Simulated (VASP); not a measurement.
Si8HC: single point with LDA

The system is Si8HC, a slab with vacuum.

```
Si C H
1.0
     3.80169    0.00000    0.00000
     0.00000    6.28869    0.00000
     0.00000    0.00000   20.79590
Si C H
8 1 1
Direct
  0.00000 0.93696 0.19235
  0.00000 0.56304 0.19235
  0.50000 0.43696 0.24512
  0.50000 0.06304 0.24512
  0.50000 0.93303 0.35120
  0.50000 0.56697 0.35120
  0.00000 0.42616 0.39411
  0.00000 0.07384 0.39411
  0.50000 0.92616 0.43618
  0.50000 0.92616 0.48868
```

```json
{
  "Program": "VASP 6.6.1",
  "Task": "single point",
  "Functional": "LDA",
  "Potentials or basis": "VASP PAW LDA potentials, release 64 (Si, C, H)",
  "Cutoff": "520 eV",
  "k mesh": "7 × 4 × 1",
  "Occupations": "gaussian, width 0.05 eV",
  "Spin": "collinear spin",
  "Starting moments": "[0.0, 0.0, 0.0, 0.0, 0.0, 0.0, 0.0, 0.0, 1.0, 0.0] μB"
}
```

| Property | Result |
| --- | --- |
| Largest force | 2.313 eV/Å |
| Net moment | 0.00 μB per cell |
| Valence electrons inside the program's atomic spheres | Si 1.66, 1.69, 1.72, 1.71, 1.68 (each value once); C 2.40; H 0.64 |

Forces in eV/Å, atoms in the order of the input:
```
Si   0.000 -0.376  0.488
Si   0.000  0.492  0.598
Si   0.000 -0.282 -0.761
Si   0.000  0.222 -0.729
Si   0.000 -1.920 -1.290
Si   0.000 -0.022 -0.200
Si   0.000  0.617  0.066
Si   0.000 -0.274  1.808
C    0.000  1.487 -0.014
H    0.000  0.056  0.035
```

Levels at points of the mesh, in eV from the Fermi level:
Spin up:
```csv
k point,band 14,band 15,band 16,band 17,band 18,band 19,band 20,band 21,band 22,band 23
"(0.00, 0.00, 0.00)",-1.47,-1.28,-0.98,-0.65,-0.33,0.01,0.74,1.38,1.48,1.75
"(0.00, 0.50, 0.00)",-1.61,-1.33,-1.10,-1.09,-0.65,-0.25,0.80,1.16,1.22,1.92
```
Spin down:
| k point | band 16 | band 17 | band 18 | band 19 | band 20 | band 21 |
| --- | --- | --- | --- | --- | --- | --- |
| (0.00, 0.00, 0.00) | -0.98 | -0.65 | -0.33 | 0.01 | 0.74 | 1.38 |
| (0.00, 0.50, 0.00) | -1.10 | -1.09 | -0.65 | -0.25 | 0.80 | 1.16 |

It took 13 min on 1 thread of Intel(R) Xeon(R) Platinum 8259CL CPU @ 2.50GHz (Skylake/Cascade Lake) (shared host), peak memory 0.62 GiB.
